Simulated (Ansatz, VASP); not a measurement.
KBr: VASP beside Ansatz

```
K Br
1.0
     4.04350    0.00000    0.00000
     0.00000    4.04350    0.00000
     0.00000    0.00000    4.04350
K Br
1 1
Direct
  0.00000 0.00000 0.00000
  0.50000 0.50000 0.50000
```

Alike in both runs: task single point; functional PBE; k mesh 10 × 10 × 10; occupations gaussian, width 0.05 eV; non-collinear spin, spin-orbit coupling.

|  | VASP | Ansatz |
| --- | --- | --- |
| version | VASP 6.6.1 | Ansatz 0.2.0 |
| potentials or method | VASP PAW PBE potentials, release 64 (K_sv, Br), cutoff 520 eV | plane waves, PAW |
| valence electrons in the cell | 16 | 16 |

```tsv
	VASP	Ansatz	Ansatz less VASP
pressure (GPa)	0.0	0.0	-0.03
```

The functional is the same, so the differences come from potentials, cutoffs and numerics.
